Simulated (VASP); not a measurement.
Write the native input for VASP 6.6.1 that does the following.

```
Task                   : single point
Functional             : LDA
Potentials or basis    : VASP PAW LDA potentials, release 64 (Nb_sv, H)
Cutoff                 : 400 eV
k mesh                 : 3 × 3 × 3
Occupations            : gaussian, width 0.1 eV
Spin                   : no spin polarisation
Dipole correction      : no
Further INCAR settings : ALGO = Normal; EDIFF = 1e-06; NBANDS = 146
```

The structure of Nb20H (a cell with a defect) lies in POSCAR:

```
Nb20H
1.0
   -4.8714952684     -4.8714952684      1.6238317561
   -4.8714952684      1.6238317561     -4.8714952684
    1.6238317561     -4.8714952684     -4.8714952684
Nb H
20 1
Direct
    0.7995080315      0.7955059080      0.7913805106
    0.4008316613      0.8994609370      0.8996429578
    0.9002409899      0.3992857416      0.8998798030
    0.9004877780      0.8991078002      0.3993008691
    0.5967959838      0.5960788527      0.5998183228
    0.1984451157      0.6987245687      0.6995118030
    0.6999639712      0.1990406650      0.6997551014
    0.2998272116      0.3003814354      0.8016599024
    0.6972508743      0.6913764670      0.2059495787
    0.2990295023      0.7996968557      0.3011203298
    0.8000553210      0.2977454800      0.3021563286
    0.3984545152      0.3992916474      0.4016689586
   -0.0015329168      0.4981882655      0.5002927458
    0.4990194867     -0.0011242005      0.5010886427
    0.1006232141      0.0998508035      0.6016858249
    0.4979642559      0.5008080380      0.0000612857
    0.1003685633      0.5995287944      0.1001578948
    0.5941663776      0.1071851737      0.1028828915
    0.2003127702      0.2024909492      0.2033338840
    0.0087378257      0.0030573048      0.0006347928
    0.7755615403      0.8992876149      0.0245468529
```

This cell differs from its parent crystal: with an interstitial atom, then relaxed in part.

One way to write it, as run:

INCAR

```
SYSTEM = Nb20H
PREC = Accurate ; ENCUT = 400
EDIFF = 1E-6 ; ISMEAR = 0
SIGMA = 0.1 ; LREAL = .False.
LASPH = .True. ; NELM = 120
ALGO = Normal ; ISIF = 2
LWAVE = .False. ; LCHARG = .False.
GGA = CA ; NBANDS = 146
GGA_COMPAT = .False.
```

KPOINTS

```
Automatic mesh
0
Gamma
  3 3 3
  0 0 0
```

Potentials or basis: VASP PAW LDA potentials, release 64 (Nb_sv, H).

Command:

```sh
$ cat potpaw_LDA.64/Nb_sv/POTCAR potpaw_LDA.64/H/POTCAR > POTCAR
$ mpirun -np 1 vasp_std > vasp.out
```

It gave:

```
Pressure               : 0.9 GPa
Largest force          : 0.007 eV/Å
Band gap on the k mesh : zero (an odd number of electrons rules out a gap without spin polarisation)
```

Caveat: the cell differs from its parent crystal (with an interstitial atom, then relaxed in part).

It took 11 min on 1 thread of Intel(R) Xeon(R) Platinum 8488C (Sapphire Rapids), with other jobs on the host, peak memory 0.44 GiB.
